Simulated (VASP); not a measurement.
# H in VASP: single point with PBE+D3(BJ)

Aim: the single point of H with PBE+D3(BJ).

All numbers are computed with VASP 6.6.1; they aren't measurements. Logs are shortened: lines on timing, memory, paths and dates and some standing lists are left out, and cuts for length are marked.

## 1. The cell of the first run

The cell holds a molecule in a box, 1 atom: a = 7.667 Å, b = 7.667 Å, c = 27.628 Å, α = 90.00°, β = 90.00°, γ = 90.00°.

## 2. Single point, PBE+D3(BJ), collinear spin

Contents of INCAR:

```
ALGO = Normal
DIPOL = 0.5 0.5 0.572
EDIFF = 1E-6
ENCUT = 520
GGA = PE
IDIPOL = 3
ISIF = 2
ISMEAR = 0
ISPIN = 2
IVDW = 12
LASPH = True
LCHARG = False
LDIPOL = True
LORBIT = 11
LREAL = False
LWAVE = False
MAGMOM = 1
NBANDS = 10
NELM = 150
PREC = Accurate
SIGMA = 0.05
```

Contents of KPOINTS:

```
k-points
0
Gamma
  2 2 1
```

Contents of POSCAR:

```
H
1.0
    7.6671877233      0.0000000000      0.0000000000
    0.0000000000      7.6671877233      0.0000000000
    0.0000000000      0.0000000000     27.6279408436
H
1
Direct
    0.7445524790      0.6639470084      0.5721354253
```

Potentials or basis: VASP PAW PBE potentials, release 64 (H).

Command:

```sh
$ cat potpaw_PBE.64/H/POTCAR > POTCAR
$ mpirun -np 1 vasp_std > vasp.out
```

OUTCAR:

```text
EDIFF = 1E-6
   ENCUT = 520
   GGA = PE
   ISIF = 2
   ISMEAR = 0
   ISPIN = 2
   IVDW = 12
   LASPH = True
   LORBIT = 11
   LREAL = False
   NELM = 150
   PREC = Accurate
 IVDW          = 12

 ion  position               nearest neighbor table
   1  0.745  0.664  0.572-

  LATTYP: Found a simple tetragonal cell.
 ALAT       =     7.6671877233
 C/A-ratio  =     3.6033995567

  Lattice vectors:

 A1 = (   7.6671877233,   0.0000000000,   0.0000000000)
 A2 = (   0.0000000000,   7.6671877233,   0.0000000000)
 A3 = (   0.0000000000,   0.0000000000,  27.6279408436)

Analysis of symmetry for initial positions (statically):
=====================================================================
 Subroutine PRICEL returns:
 Original cell was already a primitive cell.

 Routine SETGRP: Setting up the symmetry group for a
 simple tetragonal supercell.

 Subroutine GETGRP returns: Found 16 space group operations
 (whereof  1 operations were pure point group operations)
 out of a pool of 16 trial point group operations.

The static configuration has the point symmetry C_1 .
 The point group associated with its full space group is D_4h.

Analysis of symmetry for dynamics (positions and initial velocities):
=====================================================================
 Subroutine PRICEL returns:
 Original cell was already a primitive cell.

 Routine SETGRP: Setting up the symmetry group for a
 simple tetragonal supercell.

 Subroutine GETGRP returns: Found 16 space group operations
 (whereof  1 operations were pure point group operations)
 out of a pool of 16 trial point group operations.

The dynamic configuration has the point symmetry C_1 .
 The point group associated with its full space group is D_4h.

Analysis of structural, dynamic, and magnetic symmetry:
=====================================================================
 Subroutine PRICEL returns:
 Original cell was already a primitive cell.

 Routine SETGRP: Setting up the symmetry group for a
 simple tetragonal supercell.

 Subroutine GETGRP returns: Found 16 space group operations
 (whereof  1 operations were pure point group operations)
 out of a pool of 16 trial point group operations.

The overall configuration has the point symmetry C_1 .
 The point group associated with its full space group is D_4h.

 Subroutine INISYM returns: Found 16 space group operations
 (whereof  1 operations are pure point group operations),
 and found     1 'primitive' translations

----------------------------------------------------------------------------------------

                                     Primitive cell

  volume of cell :    1624.1297

  direct lattice vectors                    reciprocal lattice vectors
     7.667187723  0.000000000  0.000000000     0.130425918  0.000000000  0.000000000
     0.000000000  7.667187723  0.000000000     0.000000000  0.130425918  0.000000000
     0.000000000  0.000000000 27.627940844     0.000000000  0.000000000  0.036195242

  length of vectors
     7.667187723  7.667187723 27.627940844     0.130425918  0.130425918  0.036195242

  position of ions in fractional coordinates (direct lattice)
     0.744552479  0.663947008  0.572135425

  ion indices of the primitive-cell ions
   primitive index   ion index
                 1           1

----------------------------------------------------------------------------------------

 KPOINTS: k-points

Automatic generation of k-mesh.
 Grid dimensions read from file:
 generate k-points for:    2    2    1

 Generating k-lattice:

  Cartesian coordinates                     Fractional coordinates (reciprocal lattice)
     0.065212959  0.000000000  0.000000000     0.500000000  0.000000000  0.000000000
     0.000000000  0.065212959  0.000000000     0.000000000  0.500000000  0.000000000
     0.000000000  0.000000000  0.036195242     0.000000000  0.000000000  1.000000000

  Length of vectors
     0.065212959  0.065212959  0.036195242

  Shift w.r.t. Gamma in fractional coordinates (k-lattice)
     0.000000000  0.000000000  0.000000000

 Subroutine IBZKPT returns following result:
 ===========================================

 Found      3 irreducible k-points:

 Following reciprocal coordinates:
            Coordinates               Weight
  0.000000  0.000000  0.000000      1.000000
  0.500000  0.000000  0.000000      2.000000
  0.500000  0.500000  0.000000      1.000000
   k-points           NKPTS =      3   k-points in BZ     NKDIM =      3   number of bands    NBANDS=     10
   number of dos      NEDOS =    301   number of ions     NIONS =      1
   total plane-waves  NPLWV = 756000
   dimension x,y,z NGX =    60 NGY =   60 NGZ =  210
   dimension x,y,z NGXF=   120 NGYF=  120 NGZF=  420
   ions per type =               1
   NGX,Y,Z   is equivalent  to a cutoff of  13.01, 13.01, 12.64 a.u.
   NGXF,Y,Z  is equivalent  to a cutoff of  26.02, 26.02, 25.27 a.u.
 SYSTEM =  unknown system
   PREC   = accura    normal or accurate (medium, high low for compatibility)
   ISTART =      0    job   : 0-new  1-cont  2-samecut
   ICHARG =      2    charge: 1-file 2-atom 10-const
   ISPIN  =      2    spin polarized calculation?
   LNONCOLLINEAR =      F non collinear calculations
   LSORBIT =      F    spin-orbit coupling
   LASPH  =      T    aspherical Exc in radial PAW
   ENCUT  =  520.0 eV  38.22 Ry    6.18 a.u.  14.26 14.26 51.37*2*pi/ulx,y,z
   NELM   =    150;   NELMIN=  2; NELMDL= -5     # of ELM steps
   EDIFF  = 0.1E-05   stopping-criterion for ELM
   LREAL  =      F    real-space projection
   EDIFFG = 0.1E-04   stopping-criterion for IOM
   NSW    =      0    number of steps for IOM
   IBRION =     -1    ionic relax: 0-MD 1-quasi-New 2-CG
   NFREE  =      0    steps in history (QN), initial steepest desc. (CG)
   ISIF   =      2    stress and relaxation
   ISYM   =      2    0-nonsym 1-usesym 2-fastsym
   POTIM  = 0.5000    time-step for ionic-motion
   TEBEG  =    0.0;   TEEND  =   0.0 temperature during run
   PSTRESS=    0.0 pullay stress
   NELECT =       1.0000    total number of electrons
   NUPDOWN=      -1.0000    fix difference up-down
   EMIN   =  10.00;   EMAX   =-10.00  energy-range for DOS
   EFERMI =   0.00;   METHOD = LEGACY
   ISMEAR =     0;   SIGMA  =   0.05  broadening in eV -4-tet -1-fermi 0-gaus
   EFERMI_NEDOS =   21; number of points for ismear=-14 and -15
   IALGO  =     38    algorithm
   IMIX   =      4    mixing-type and parameters
     AMIX     =   0.40;   BMIX     =  1.00
     AMIX_MAG =   1.60;   BMIX_MAG =  1.00
  volume/ion in A,a.u.               =    1624.13     10960.17
  Fermi-wavevector in a.u.,A,eV,Ry     =   0.139273  0.263188  0.263913  0.019397
  Thomas-Fermi vector in A             =   0.795771
   LORBIT       =     11    0 simple, 1 ext, 2 COOP (PROOUT), +10 PAW based schemes
   GGA     = PE    functional components
   LHFCALC =     F    Hartree Fock is set to
   AEXX    =    0.0000 exact exchange contribution
   IVDW    =    12    specifies the selected vdW correction
   LEPSILON=     F    determine dielectric tensor
   LRPA    =     F    only Hartree local field effects (RPA)
 spin polarized calculation
 Gauss-broadening in eV      SIGMA  =   0.05
  energy-cutoff  :      520.00
  volume of cell :     1624.13
 maximum number of plane-waves:     43804
 NGX is ok and might be reduce to    60
   NGX = 29   NGY = 29   NGZ =103

 dipolmoment           0.000000      0.000000     -0.000000 electrons x Angstroem

 number of electron       1.0000000 magnetization       1.0000000

 dipolmoment           0.000000      0.000000      0.000001 electrons x Angstroem

 Free energy of the ion-electron system (eV)
  ---------------------------------------------------
  ext. energy  EPLUGINS =         0.00000000
  ---------------------------------------------------
  free energy    TOTEN  =        -1.11720682 eV

  energy without entropy =       -1.11720682  energy(sigma->0) =       -1.11720682

 E-fermi :  -7.3426     XC(G=0):  -0.1192

 val. band max:       -7.5775860850   @ k =   0.5000   0.5000   0.0000
 cond. band min:      -0.2778126430   @ k =   0.0000   0.0000   0.0000
 fundamental gap:      7.2997734420
 Fermi energy:        -7.3425803135

 spin component 1

 k-point     1 :       0.0000    0.0000    0.0000
  band No.  band energies     occupation
      1      -7.5798      1.00000
      2      -0.2778      0.00000
      3       0.0098      0.00000
      4       0.0818      0.00000
      5       0.4798      0.00000
      6       0.6797      0.00000
      7       1.3279      0.00000
      8       1.3279      0.00000
      9       1.4061      0.00000
     10       1.6214      0.00000

 k-point     2 :       0.5000    0.0000    0.0000
  band No.  band energies     occupation
      1      -7.5787      1.00000
      2       0.0642      0.00000
      3       0.3357      0.00000
      4       0.4950      0.00000
      5       0.7002      0.00000
      6       0.7204      0.00000
      7       0.7642      0.00000
      8       1.0293      0.00000
      9       1.2573      0.00000
     10       1.2841      0.00000

 k-point     3 :       0.5000    0.5000    0.0000
  band No.  band energies     occupation
      1      -7.5776      1.00000
      2       0.4249      0.00000
      3       0.4249      0.00000
      4       0.8807      0.00000
      5       1.0217      0.00000
      6       1.0720      0.00000
      7       1.3298      0.00000
      8       1.3299      0.00000
      9       1.3651      0.00000
     10       1.3652      0.00000
 Fermi energy:        -7.3425803135

 spin component 2

 k-point     1 :       0.0000    0.0000    0.0000
  band No.  band energies     occupation
      1       0.0082      0.00000
      2       0.1708      0.00000
      3       0.2569      0.00000
      4       0.7829      0.00000
      5       0.8302      0.00000
      6       1.7757      0.00000
      7       1.7998      0.00000
      8       2.5406      0.00000
      9       2.5612      0.00000
     10       2.5613      0.00000

 k-point     2 :       0.5000    0.0000    0.0000
  band No.  band energies     occupation
      1       0.6346      0.00000
      2       0.6560      0.00000
      3       0.8076      0.00000
      4       0.8132      0.00000
      5       0.8525      0.00000
      6       0.9346      0.00000
      7       1.4219      0.00000
      8       1.4230      0.00000
      9       1.4269      0.00000
     10       1.5206      0.00000

 k-point     3 :       0.5000    0.5000    0.0000
  band No.  band energies     occupation
      1       1.2730      0.00000
      2       1.2732      0.00000
      3       1.2754      0.00000
      4       1.3063      0.00000
      5       1.4450      0.00000
      6       1.4492      0.00000
      7       1.4494      0.00000
      8       1.4906      0.00000
      9       1.4934      0.00000
     10       1.4934      0.00000

------------------------ aborting loop because EDIFF is reached ----------------------------------------

 vacuum level on the upper side and lower side of the slab       (xc-potential included)         0.001         0.001

 Edisp (eV)   -0.00005

 E8    (eV) :    -0.0000

  FORCE on cell =-STRESS in cart. coord.  units (eV):
  Direction    XX          YY          ZZ          XY          YZ          ZX
  --------------------------------------------------------------------------------------
  -------------------------------------------------------------------------------------
  Total      -0.01003    -0.01003    -0.00982     0.00000     0.00000     0.00000
  in kB      -0.00990    -0.00990    -0.00969     0.00000     0.00000     0.00000
  external pressure =       -0.01 kB  Pullay stress =        0.00 kB

 VOLUME and BASIS-vectors are now :
 -----------------------------------------------------------------------------
  energy-cutoff  :      520.00
  volume of cell :     1624.13
      direct lattice vectors                 reciprocal lattice vectors
     7.667187723  0.000000000  0.000000000     0.130425918  0.000000000  0.000000000
     0.000000000  7.667187723  0.000000000     0.000000000  0.130425918  0.000000000
     0.000000000  0.000000000 27.627940844     0.000000000  0.000000000  0.036195242

 POSITION                                       TOTAL-FORCE (eV/Angst)
 -----------------------------------------------------------------------------------
      5.70862      5.09061     15.80692         0.000000      0.000000      0.000000
 -----------------------------------------------------------------------------------
    total drift:                                0.000002     -0.000002      0.000002

  FREE ENERGIE OF THE ION-ELECTRON SYSTEM (eV)
  ---------------------------------------------------
  free  energy   TOTEN  =        -1.1172595691 eV

  energy  without entropy=       -1.1172595691  energy(sigma->0) =       -1.11725957

 vacuum level on the upper side and lower side of the slab         0.019         0.019

 total charge

# of ion       s       p       d       tot
------------------------------------------
    1        0.380   0.000   0.000   0.380

 magnetization (x)

# of ion       s       p       d       tot
------------------------------------------
    1        0.380   0.000   0.000   0.380
```

It used 300 s of CPU time on 1 thread of Intel(R) Xeon(R) Platinum 8488C (Sapphire Rapids) (shared host).

What came out:

```
Free energy                                           : -1.1173 eV
Gap between the frontier levels                       : 7.30 eV
Net moment                                            : 1.00 μB per cell
Site moments                                          : H +0.38 μB
Valence electrons inside the program's atomic spheres : H 0.38
Dispersion energy per atom                            : 0.000 eV
```
